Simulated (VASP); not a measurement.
# PtW12 in VASP: relaxation of the atoms with LDA

Aim: the relaxation of the atoms of PtW12 with LDA.

Program: VASP 6.6.1. These are calculated values, not measurements. Logs are shortened: lines on timing, memory, paths and dates and some standing lists are left out, and cuts for length are marked.

**1. The cell of the first run**

The cell holds a slab with vacuum, 13 atoms: a = 5.432 Å, b = 5.432 Å, c = 19.790 Å, α = 90.00°, β = 90.00°, γ = 109.47°.

**2. Relaxation of the atoms, LDA**

Input file INCAR:

```
ALGO = Normal
DIPOL = 0.5 0.5 0.327
EDIFF = 1E-7
EDIFFG = -0.025
ENCUT = 450
GGA = CA
GGA_COMPAT = F
IBRION = 2
IDIPOL = 3
ISIF = 2
ISMEAR = 0
KPAR = 4
LASPH = T
LCHARG = F
LDIPOL = T
LREAL = F
LWAVE = F
NELM = 120
NELMDL = -8
NELMIN = 4
NSW = 36
PREC = Accurate
SIGMA = 0.1
```

Input file KPOINTS:

```
k-points
0
Gamma
  5 5 1
```

Input file POSCAR:

```
PtW12
1.0
    5.4319816376      0.0000000000      0.0000000000
   -1.8106605459      5.1213214017      0.0000000000
    0.0000000000      0.0000000000     19.7903917603
W Pt
12 1
Selective dynamics
Direct
    0.2500000000      0.2500000000      0.2021182829  F F F
    0.2500000000      0.7500000000      0.2021182829  F F F
    0.7500000000      0.2500000000      0.2021182829  F F F
    0.7500000000      0.7500000000      0.2021182829  F F F
    0.0000000000      0.0000000000      0.3105119034  F F F
    0.0000000000      0.5000000000      0.3105119034  F F F
    0.5000000000      0.0000000000      0.3105119034  F F F
    0.5000000000      0.5000000000      0.3105119034  F F F
    0.2500000000      0.2500000000      0.4189099367  F F F
    0.2500000000      0.7500000000      0.4189099367  F F F
    0.7500000000      0.2500000000      0.4189099367  F F F
    0.7500000000      0.7500000000      0.4189099367  F F F
    0.5000000000      0.5000000000      0.5219902610  F F T
```

Potentials or basis: VASP PAW LDA potentials, release 64 (W_sv, Pt).

On the command line:

```console
> cat potpaw_LDA.64/W_sv/POTCAR potpaw_LDA.64/Pt/POTCAR > POTCAR
> mpirun -np 4 vasp_std > vasp.out
```

OUTCAR:

```text
EDIFF = 1E-7
   EDIFFG = -0.025
   ENCUT = 450
   GGA = CA
   IBRION = 2
   ISIF = 2
   ISMEAR = 0
   LASPH = T
   LREAL = F
   NELM = 120
   NELMDL = -8
   NELMIN = 4
   NSW = 36
   PREC = Accurate

 ion  position               nearest neighbor table
   1  0.250  0.250  0.202-   5 2.66   8 2.66   3 2.72   3 2.72   2 2.72   2 2.72   7 3.09   6 3.09
                             4 3.14   4 3.14
   2  0.250  0.750  0.202-   6 2.66   7 2.66   4 2.72   4 2.72   1 2.72   1 2.72   5 3.09   8 3.09
                             3 3.14   3 3.14
   3  0.750  0.250  0.202-   6 2.66   7 2.66   1 2.72   1 2.72   4 2.72   4 2.72   5 3.09   8 3.09
                             2 3.14   2 3.14
   4  0.750  0.750  0.202-   5 2.66   8 2.66   2 2.72   2 2.72   3 2.72   3 2.72   7 3.09   6 3.09
                             1 3.14   1 3.14
   5  0.000  0.000  0.311-   1 2.66   4 2.66   9 2.66  12 2.66   7 2.72   7 2.72   6 2.72   6 2.72
                             3 3.09   2 3.09  11 3.09  10 3.09   8 3.14   8 3.14
   6  0.000  0.500  0.311-   2 2.66   3 2.66  10 2.66  11 2.66   8 2.72   8 2.72   5 2.72   5 2.72
                             1 3.09   4 3.09   9 3.09  12 3.09   7 3.14   7 3.14
   7  0.500  0.000  0.311-   2 2.66   3 2.66  10 2.66  11 2.66   5 2.72   5 2.72   8 2.72   8 2.72
                             1 3.09   4 3.09   9 3.09  12 3.09   6 3.14   6 3.14
   8  0.500  0.500  0.311-   1 2.66   4 2.66   9 2.66  12 2.66   6 2.72   6 2.72   7 2.72   7 2.72
                             3 3.09   2 3.09  11 3.09  10 3.09   5 3.14   5 3.14
   9  0.250  0.250  0.419-  13 2.57   8 2.66   5 2.66  11 2.72  11 2.72  10 2.72  10 2.72   6 3.09
                             7 3.09  12 3.14  12 3.14
  10  0.250  0.750  0.419-   6 2.66   7 2.66  12 2.72  12 2.72   9 2.72   9 2.72  13 3.01   8 3.09
                             5 3.09  11 3.14  11 3.14
  11  0.750  0.250  0.419-   6 2.66   7 2.66   9 2.72   9 2.72  12 2.72  12 2.72  13 3.01   8 3.09
                             5 3.09  10 3.14  10 3.14
  12  0.750  0.750  0.419-  13 2.57   8 2.66   5 2.66  10 2.72  10 2.72  11 2.72  11 2.72   6 3.09
                             7 3.09   9 3.14   9 3.14
  13  0.500  0.500  0.522-   9 2.57  12 2.57  11 3.01  10 3.01

  LATTYP: Found a base centered orthorhombic cell.
 ALAT       =     6.2723121214
 B/A-ratio  =     1.4142135624
 C/A-ratio  =     3.1551988130

  Lattice vectors:

 A1 = (   5.4319816376,   0.0000000000,   0.0000000000)
 A2 = (  -1.8106605459,   5.1213214017,   0.0000000000)
 A3 = (   0.0000000000,   0.0000000000,  19.7903917603)

Analysis of symmetry for initial positions (statically):
=====================================================================
 Subroutine PRICEL returns:
 Original cell was already a primitive cell.

 Routine SETGRP: Setting up the symmetry group for a
 base centered orthorhombic supercell.

 Subroutine GETGRP returns: Found  4 space group operations
 (whereof  4 operations were pure point group operations)
 out of a pool of  8 trial point group operations.

The static configuration has the point symmetry C_2v.

Analysis of symmetry for dynamics (positions and initial velocities):
=====================================================================
 Subroutine PRICEL returns:
 Original cell was already a primitive cell.

 Routine SETGRP: Setting up the symmetry group for a
 base centered orthorhombic supercell.

 Subroutine GETGRP returns: Found  4 space group operations
 (whereof  4 operations were pure point group operations)
 out of a pool of  8 trial point group operations.

The dynamic configuration has the point symmetry C_2v.

Analysis of constrained symmetry for selective dynamics:
=====================================================================
 Subroutine PRICEL returns:
 Original cell was already a primitive cell.

 Routine SETGRP: Setting up the symmetry group for a
 base centered orthorhombic supercell.

 Subroutine GETGRP returns: Found  4 space group operations
 (whereof  4 operations were pure point group operations)
 out of a pool of  8 trial point group operations.

The constrained configuration has the point symmetry C_2v.

 Subroutine INISYM returns: Found  4 space group operations
 (whereof  4 operations are pure point group operations),
 and found     1 'primitive' translations

----------------------------------------------------------------------------------------

                                     Primitive cell

  volume of cell :     550.5474

[... 60 lines left out ...]
 Subroutine IBZKPT returns following result:
 ===========================================

 Found      9 irreducible k-points:

 Following reciprocal coordinates:
            Coordinates               Weight
  0.000000  0.000000  0.000000      1.000000
  0.200000  0.000000  0.000000      4.000000
  0.400000  0.000000  0.000000      4.000000
  0.200000  0.200000  0.000000      2.000000
  0.400000  0.200000  0.000000      4.000000
 -0.400000  0.200000  0.000000      4.000000
 -0.200000  0.200000  0.000000      2.000000
  0.400000  0.400000  0.000000      2.000000
 -0.400000  0.400000  0.000000      2.000000
   k-points           NKPTS =      9   k-points in BZ     NKDIM =      9   number of bands    NBANDS=    106
   number of dos      NEDOS =    301   number of ions     NIONS =     13
   total plane-waves  NPLWV = 224000
   dimension x,y,z NGX =    40 NGY =   40 NGZ =  140
   dimension x,y,z NGXF=    80 NGYF=   80 NGZF=  280
   ions per type =              12   1
   NGX,Y,Z   is equivalent  to a cutoff of  12.24, 12.24, 11.76 a.u.
   NGXF,Y,Z  is equivalent  to a cutoff of  24.48, 24.48, 23.52 a.u.
 SYSTEM =  unknown system
   PREC   = accura    normal or accurate (medium, high low for compatibility)
   ISTART =      0    job   : 0-new  1-cont  2-samecut
   ICHARG =      2    charge: 1-file 2-atom 10-const
   ISPIN  =      1    spin polarized calculation?
   LNONCOLLINEAR =      F non collinear calculations
   LSORBIT =      F    spin-orbit coupling
   LASPH  =      T    aspherical Exc in radial PAW
   ENCUT  =  450.0 eV  33.07 Ry    5.75 a.u.   9.40  9.40 34.23*2*pi/ulx,y,z
   NELM   =    120;   NELMIN=  4; NELMDL= -8     # of ELM steps
   EDIFF  = 0.1E-06   stopping-criterion for ELM
   LREAL  =      F    real-space projection
   EDIFFG = -.3E-01   stopping-criterion for IOM
   NSW    =     36    number of steps for IOM
   IBRION =      2    ionic relax: 0-MD 1-quasi-New 2-CG
   NFREE  =      1    steps in history (QN), initial steepest desc. (CG)
   ISIF   =      2    stress and relaxation
   ISYM   =      2    0-nonsym 1-usesym 2-fastsym
   POTIM  = 0.5000    time-step for ionic-motion
   TEBEG  =    0.0;   TEEND  =   0.0 temperature during run
   PSTRESS=    0.0 pullay stress
   NELECT =     178.0000    total number of electrons
   NUPDOWN=      -1.0000    fix difference up-down
   EMIN   =  10.00;   EMAX   =-10.00  energy-range for DOS
   EFERMI =   0.00;   METHOD = LEGACY
   ISMEAR =     0;   SIGMA  =   0.10  broadening in eV -4-tet -1-fermi 0-gaus
   EFERMI_NEDOS =   21; number of points for ismear=-14 and -15
   IALGO  =     38    algorithm
   IMIX   =      4    mixing-type and parameters
     AMIX     =   0.40;   BMIX     =  1.00
     AMIX_MAG =   1.60;   BMIX_MAG =  1.00
  volume/ion in A,a.u.               =      42.35       285.79
  Fermi-wavevector in a.u.,A,eV,Ry     =   1.123613  2.123320 17.177426  1.262505
  Thomas-Fermi vector in A             =   2.260280
   LORBIT       =      0    0 simple, 1 ext, 2 COOP (PROOUT), +10 PAW based schemes
   GGA     = CA    functional components
   LHFCALC =     F    Hartree Fock is set to
   AEXX    =    0.0000 exact exchange contribution
   IVDW    =     0    specifies the selected vdW correction
   LEPSILON=     F    determine dielectric tensor
   LRPA    =     F    only Hartree local field effects (RPA)
 conjugate gradient relaxation of ions
 non-spin polarized calculation
 Gauss-broadening in eV      SIGMA  =   0.10
  energy-cutoff  :      450.00
  volume of cell :      550.55
 maximum number of plane-waves:     11961
 NGX is ok and might be reduce to    40
   NGX = 19   NGY = 19   NGZ = 69

 dipolmoment           0.000000      0.000000      2.981967 electrons x Angstroem

--------------------------------------- Ionic step        1  -------------------------------------------

 number of electron     178.0000021 magnetization

 Free energy of the ion-electron system (eV)
  ---------------------------------------------------
  ext. energy  EPLUGINS =         0.00000000
  ---------------------------------------------------
  free energy    TOTEN  =      -163.96997442 eV

  energy without entropy =     -163.88747225  energy(sigma->0) =     -163.92872334

------------------------ aborting loop because EDIFF is reached ----------------------------------------

  FORCE on cell =-STRESS in cart. coord.  units (eV):
  Direction    XX          YY          ZZ          XY          YZ          ZX
  --------------------------------------------------------------------------------------
  -------------------------------------------------------------------------------------
  Total      -12.5466951    -13.5490119      0.8497372     -1.4174899      0.0000000      0.0000000
  in kB      -36.5128061    -39.4297014      2.4728654     -4.1251130      0.0000000      0.0000000
  external PRESSURE =     -24.4898807 kB  Pullay stress =       0.0000000 kB
[... 81 lines left out ...]
--------------------------------------- Ionic step        3  -------------------------------------------

 number of electron     178.0000020 magnetization

 dipolmoment           0.000000      0.000000     -0.109798 electrons x Angstroem

 Free energy of the ion-electron system (eV)
  ---------------------------------------------------
  ext. energy  EPLUGINS =         0.00000000
  ---------------------------------------------------
  free energy    TOTEN  =      -164.10665377 eV

  energy without entropy =     -164.02634483  energy(sigma->0) =     -164.06649930

 E-fermi :   1.2258     XC(G=0):  -6.2228

 val. band max:        1.2227435160   @ k =  -0.4000   0.4000   0.0000
 cond. band min:       1.2309304542   @ k =  -0.2000   0.2000   0.0000
 fundamental gap:      0.0081869382
 Fermi energy:         1.2258141082

 k-point     1 :       0.0000    0.0000    0.0000
  band No.  band energies     occupation
      1     -72.5097      2.00000
      2     -72.4486      2.00000
      3     -72.3966      2.00000
      4     -72.3269      2.00000
      5     -72.3158      2.00000
      6     -72.3131      2.00000
[... 925 lines left out ...]
    100       2.2789      0.00000
    101       2.5786      0.00000
 [bands above 101 left out]

------------------------ aborting loop because EDIFF is reached ----------------------------------------

 vacuum level on the upper side and lower side of the slab       (xc-potential included)        -0.454         0.287

  FORCE on cell =-STRESS in cart. coord.  units (eV):
  Direction    XX          YY          ZZ          XY          YZ          ZX
  --------------------------------------------------------------------------------------
  -------------------------------------------------------------------------------------
  Total      -11.2753359    -11.9788053      5.2824183     -0.9948560      0.0000000      0.0000000
  in kB      -32.8129559    -34.8601597     15.3726469     -2.8951834      0.0000000      0.0000000
  external PRESSURE =     -17.4334895 kB  Pullay stress =       0.0000000 kB
[... 28 lines left out ...]
  FREE ENERGIE OF THE ION-ELECTRON SYSTEM (eV)
  ---------------------------------------------------
  free  energy   TOTEN  =      -164.1066537723 eV

  energy  without entropy=     -164.0263448310  energy(sigma->0) =     -164.06649930

 reached required accuracy - stopping structural energy minimisation

 vacuum level on the upper side and lower side of the slab         5.574         6.322
```

Wall time 12 min (4 MPI ranks of Intel Xeon Platinum 8559C (Emerald Rapids), shared host); peak memory 0.63 GiB.

Results:

| Quantity | Value |
| --- | --- |
| Free energy | -164.1067 eV |
| Energy gained by relaxing | 10.5 meV/atom |
| Ionic steps | 3 |
| Band gap on the k mesh | zero (bands 89 and 90 overlap by 1.36 eV) |

Step by step:
| step | energy change (eV) | largest force on free atoms (eV/Å) | pressure (GPa) |
| --- | --- | --- | --- |
| 1 | 0.0000 | 1.9706 | -2.45 |
| 2 | -0.1257 | 0.6095 | -1.96 |
| 3 | -0.1367 | 0.0047 | -1.74 |

Final structure:
```
CELL_PARAMETERS angstrom
5.43198 0.00000 0.00000
-1.81066 5.12132 0.00000
0.00000 0.00000 19.79039
ATOMIC_POSITIONS crystal
W 0.25000 0.25000 0.20212
W 0.25000 0.75000 0.20212
W 0.75000 0.25000 0.20212
W 0.75000 0.75000 0.20212
W 0.00000 0.00000 0.31051
W 0.00000 0.50000 0.31051
W 0.50000 0.00000 0.31051
W 0.50000 0.50000 0.31051
W 0.25000 0.25000 0.41891
W 0.25000 0.75000 0.41891
W 0.75000 0.25000 0.41891
W 0.75000 0.75000 0.41891
Pt 0.50000 0.50000 0.51539
```

Levels at points of the mesh, in eV from the Fermi level:
| k point | band 85 | band 86 | band 87 | band 88 | band 89 | band 90 | band 91 | band 92 | band 93 | band 94 |
| --- | --- | --- | --- | --- | --- | --- | --- | --- | --- | --- |
| (0.00, 0.00, 0.00) | 0.05 | 0.31 | 0.45 | 0.48 | 0.89 | 1.38 | 1.45 | 1.48 | 1.66 | 1.70 |

Caveat: spin-orbit coupling is left out, which moves the levels of the heavy elements.
